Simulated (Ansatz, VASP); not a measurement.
**One calculation of Li2P, two programs**

The input INCAR:

```
ALGO = Normal ; EDIFF = 1E-6
EDIFFG = -0.04 ; ENCUT = 600
GGA = PE ; IBRION = 2
ISIF = 3 ; ISMEAR = 0
LASPH = T ; LCHARG = F
LREAL = F ; LWAVE = F
NELM = 80 ; NSW = 90
PREC = Accurate ; SIGMA = 0.1
```

File KPOINTS:

```
k-points
0
Gamma
  6 6 4
```

File POSCAR:

```
Li2P
1.0
    4.2887969996      0.0000000000      0.0000000000
   -2.1443984998      3.7142071534      0.0000000000
    0.0000000000      0.0000000000      6.9645110486
Li P
4 2
Direct
    0.0000000000      0.0000000000      0.0000000000
    0.3333333333      0.6666666667      0.2195450965
    0.6666666667      0.3333333333      0.5000000000
    0.3333333333      0.6666666667      0.7804549035
    0.6666666667      0.3333333333      0.1635459717
    0.6666666667      0.3333333333      0.8364540283
```

Input for Ansatz:

```yaml
crystal:
  lattice:
    - [4.2887969996, 0.0, 0.0]
    - [-2.1443984998, 3.7142071534, 0.0]
    - [0.0, 0.0, 6.9645110486]
  atoms:
    - { symbol: Li, position: [0.0, 0.0, 0.0] }
    - { symbol: Li, position: [0.3333333333, 0.6666666667, 0.2195450965] }
    - { symbol: Li, position: [0.6666666667, 0.3333333333, 0.5] }
    - { symbol: Li, position: [0.3333333333, 0.6666666667, 0.7804549035] }
    - { symbol: P, position: [0.6666666667, 0.3333333333, 0.1635459717] }
    - { symbol: P, position: [0.6666666667, 0.3333333333, 0.8364540283] }
basis:
  ecutwfc: 420
kpoints:
  mp_grid: { grid: [6, 6, 4] }
hamiltonian:
  xc: pbe
scf:
  occupations: { method: gaussian, width: 0.1 }
  lower_state_search: "off"
output:
  forces: true
  stress: true
  eigenvalues: true
relax:
  adjacent_minimum: "off"
  f_tol: 0.04
  max_steps: 70
  cell: { stress_tol: 0.4 }
```

Alike in both runs: task relaxation of cell and atoms; functional PBE; k mesh 6 × 6 × 4; occupations gaussian, width 0.1 eV; no spin polarisation.

|  | VASP | Ansatz |
| --- | --- | --- |
| version | VASP 6.6.1 | Ansatz 0.2.0 |
| potentials or method | VASP PAW PBE potentials, release 64 (Li_sv, P), cutoff 600 eV | scalar-relativistic, plane waves, PAW |
| valence electrons in the cell | 22 | 22 |

|  | VASP | Ansatz | Ansatz less VASP |
| --- | --- | --- | --- |
| gap on the k mesh at the Fermi level, each at its own relaxed structure (eV) | none | none | - |
| relaxed volume (Å³/atom) | 18.44 | 18.52 | +0.082 |
| relaxed cell length with the largest relative difference (Å) | 4.300 | 4.307 | +0.0071 |

A gap of «none» marks a metal or a gap that the smearing closes.

Noted on VASP's run: the cutoff is short for stress, so the pressure is rough.
